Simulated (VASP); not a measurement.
# ScRu3 (I4/mmm) in VASP: further runs, part 2 of 2

VASP 6.6.1.

### 3 Single point, PBEsol+U

This run uses another cell than the first one, of 14.76 Å³/atom, 1.004 times its volume.

INCAR

```
SYSTEM = ScRu3
  PREC = Accurate
  ENCUT = 520
  EDIFF = 1E-7
  ISMEAR = -1
  SIGMA = 0.05
  LREAL = .False.
  LASPH = .True.
  NELM = 150
  ALGO = Normal
  ISIF = 2
  LWAVE = .False.
  LCHARG = .True.
  LMAXMIX = 4
  LDAU = .True.
  LDAUTYPE = 2
  LDAUL = 2 2
  LDAUU = 3 3
  LDAUJ = 0 0
  LDAUPRINT = 1
  GGA = PS
  LELF = .True.
  LVHAR = .True.
  NBANDS = 34
```

KPOINTS

```
regular mesh
0
Gamma
  7 7 7
  0 0 0
```

POSCAR

```
ScRu3
1.0
   -1.9136967557      1.9136967557      4.0315060665
    1.9136967557     -1.9136967557      4.0315060665
    1.9136967557      1.9136967557     -4.0315060665
Ru Sc
3 1
Direct
    0.5000000000      0.5000000000      0.0000000000
    0.2500000000      0.7500000000      0.5000000000
    0.7500000000      0.2500000000      0.5000000000
    0.0000000000      0.0000000000      0.0000000000
```

Potentials or basis: VASP PAW PBE potentials, release 64 (Ru_pv, Sc_sv).

Started as:

```
$ cat potpaw_PBE.64/Ru_pv/POTCAR potpaw_PBE.64/Sc_sv/POTCAR > POTCAR
$ mpirun -np 1 vasp_std > vasp.out
```

OUTCAR:

```text
SYSTEM = ScRu3
   PREC = Accurate
   ENCUT = 520
   EDIFF = 1E-7
   ISMEAR = -1
   LREAL = .False.
   LASPH = .True.
   NELM = 150
   ISIF = 2
   GGA = PS

 ion  position               nearest neighbor table
   1  0.500  0.500  0.000-   4 2.71   4 2.71   4 2.71   4 2.71   3 2.78   2 2.78   3 2.78   3 2.78
                             2 2.78   2 2.78   3 2.78   2 2.78
   2  0.250  0.750  0.500-   3 2.71   3 2.71   3 2.71   3 2.71   4 2.78   1 2.78   4 2.78   1 2.78
                             4 2.78   4 2.78   1 2.78   1 2.78
   3  0.750  0.250  0.500-   2 2.71   2 2.71   2 2.71   2 2.71   4 2.78   1 2.78   4 2.78   4 2.78
                             1 2.78   1 2.78   4 2.78   1 2.78
   4  0.000  0.000  0.000-   1 2.71   1 2.71   1 2.71   1 2.71   3 2.78   2 2.78   3 2.78   2 2.78
                             3 2.78   3 2.78   2 2.78   2 2.78

  LATTYP: Found a body centered tetragonal cell.
 ALAT       =     3.8273935114
 C/A-ratio  =     2.1066587768

  Lattice vectors:

 A1 = (  -1.9136967557,   1.9136967557,   4.0315060665)
 A2 = (   1.9136967557,  -1.9136967557,   4.0315060665)
 A3 = (   1.9136967557,   1.9136967557,  -4.0315060665)

[... 307 lines left out ...]
  ext. energy  EPLUGINS =         0.00000000
  ---------------------------------------------------
  free energy    TOTEN  =       -25.03922044 eV

  energy without entropy =      -25.00831223  energy(sigma->0) =      -25.02376633

 E-fermi :   9.9384     XC(G=0): -13.3658

 val. band max:        9.9325719067   @ k =  -0.4286   0.1429  -0.0000
 cond. band min:       9.9629327515   @ k =   0.1429  -0.0000   0.0000
 fundamental gap:      0.0303608448
 Fermi energy:         9.9383850163

 k-point     1 :       0.0000    0.0000    0.0000
  band No.  band energies     occupation
      1     -38.9323      2.00000
      2     -32.2428      2.00000
      3     -32.2428      2.00000
      4     -32.1971      2.00000
      5     -31.9102      2.00000
      6     -31.9102      2.00000
[... 877 lines left out ...]
     33      14.1957      0.00000
     34      14.5379      0.00000

 [... further k-points ...]
[... 5 lines left out ...]
  --------------------------------------------------------------------------------------
  -------------------------------------------------------------------------------------
  Total       -0.1049779     -0.1049779      0.0709364      0.0000000      0.0000000     -0.0000000
  in kB       -2.8479669     -2.8479669      1.9244479      0.0000000      0.0000000     -0.0000000
  external PRESSURE =      -1.2571620 kB  Pullay stress =       0.0000000 kB

 VOLUME and BASIS-vectors are now :
 -----------------------------------------------------------------------------
  energy-cutoff  :      520.00
  volume of cell :       59.06
      direct lattice vectors                 reciprocal lattice vectors
    -1.913696756  1.913696756  4.031506067     0.000000000  0.261274415  0.124023130
     1.913696756 -1.913696756  4.031506067     0.261274415  0.000000000  0.124023130
     1.913696756  1.913696756 -4.031506067     0.261274415  0.261274415  0.000000000

 POSITION                                       TOTAL-FORCE (eV/Angst)
 -----------------------------------------------------------------------------------
      0.00000      0.00000      4.03151         0.000000     -0.000000      0.000000
      1.91370      0.00000      2.01575        -0.000000      0.000000     -0.000000
      0.00000      1.91370      2.01575         0.000000      0.000000      0.000000
      0.00000      0.00000      0.00000         0.000000     -0.000000      0.000000
 -----------------------------------------------------------------------------------
    total drift:                               -0.000000      0.000000      0.000000

  FREE ENERGIE OF THE ION-ELECTRON SYSTEM (eV)
  ---------------------------------------------------
  free  energy   TOTEN  =       -25.0392204439 eV

  energy  without entropy=      -25.0083122258  energy(sigma->0) =      -25.02376633
```

stdout:

```text
POSCAR found type information on POSCAR RuSc
 POSCAR found :  2 types and       4 ions
 scaLAPACK will be used
 -----------------------------------------------------------------------------
|                                                                             |
|                                                                             |
|     You enforced a specific xc type in the INCAR file but a different       |
|     I HOPE YOU KNOW WHAT YOU ARE DOING!                                     |
|                                                                             |
 -----------------------------------------------------------------------------

 LDA part: xc-table for (Slater+PW92), standard interpolation
 POSCAR, INCAR and KPOINTS ok, starting setup
 FFT: planning ... GRIDC
 FFT: planning ... GRID_SOFT
 FFT: planning ... GRID
 WAVECAR not read
 entering main loop
```

Wall time 56 s (1 thread of Intel Xeon 6975P-C (Granite Rapids), shared host); peak memory 0.22 GiB.

Results:

```yaml
Free_energy: -25.0392 eV
Pressure: -0.1 GPa
```

Stress tensor (GPa, compression positive):
```
-0.28  0.00  0.00
 0.00 -0.28  0.00
 0.00  0.00  0.19
```

Eigenvalues of the final occupation matrices:
```csv
site,spin,trace,eigenvalues
site 1 d,1,3.09,0.51 0.51 0.56 0.73 0.77
site 1 d,2,3.09,0.51 0.51 0.56 0.73 0.77
site 2 d,1,3.07,0.58 0.60 0.62 0.64 0.64
site 2 d,2,3.07,0.58 0.60 0.62 0.64 0.64
site 3 d,1,3.07,0.58 0.60 0.62 0.64 0.64
site 3 d,2,3.07,0.58 0.60 0.62 0.64 0.64
site 4 d,1,0.52,0.08 0.09 0.11 0.11 0.13
site 4 d,2,0.52,0.08 0.09 0.11 0.11 0.13
```

Caveat: the PAW data sets were made with another functional, which shifts forces and pressure a little; U without spin polarisation on a metal has little footing; the U is typed as a test and isn't derived for this compound.
